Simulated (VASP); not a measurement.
Here is a VASP 6.6.1 calculation.

File INCAR:

```
PREC = Accurate ; ENCUT = 520
EDIFF = 1E-7 ; ISMEAR = 0
SIGMA = 0.05 ; LREAL = False
LASPH = True ; NELM = 60
ALGO = Normal ; ISIF = 2
LWAVE = False ; LCHARG = False
GGA = PS ; NBANDS = 26
```

Contents of KPOINTS:

```
regular mesh
0
Gamma
  6 6 10
```

POSCAR

```
BN
1.0
    4.4312000000      0.0000000000      0.0000000000
    0.0000000000      4.4312000000      0.0000000000
    0.0000000000      0.0000000000      2.6903000000
B N
4 4
Direct
    0.1741337327      0.8258662673      0.5000000000
    0.3258662673      0.3258662673      0.0000000000
    0.6741337327      0.6741337327      0.0000000000
    0.8258662673      0.1741337327      0.5000000000
    0.8123909516      0.8123909516      0.5000000000
    0.3123909516      0.6876090484      0.0000000000
    0.6876090484      0.3123909516      0.0000000000
    0.1876090484      0.1876090484      0.5000000000
```

Potentials or basis: VASP PAW PBE potentials, release 64 (B, N).

Command:

```sh
$ cat potpaw_PBE.64/B/POTCAR potpaw_PBE.64/N/POTCAR > POTCAR
$ mpirun -np 1 vasp_std > vasp.out
```

Question: Estimate the largest force.

Answer: 0.209 eV/Å.

Question: What does it give for the band gap on the k mesh?

Answer: 4.58 eV (least direct gap 5.36 eV).

Question: Predict the pressure.

Answer: -23.4 GPa.

Forces in eV/Å, atoms in the order of the input:
```
B    0.029 -0.029  0.000
B   -0.029 -0.029  0.000
B    0.029  0.029  0.000
B   -0.029  0.029  0.000
N   -0.148 -0.148  0.000
N   -0.148  0.148  0.000
N    0.148 -0.148  0.000
N    0.148  0.148  0.000
```

Caveat: the cell stands under tension; the PAW data sets were made with another functional, which shifts forces and pressure a little. A k mesh can miss the band edges.
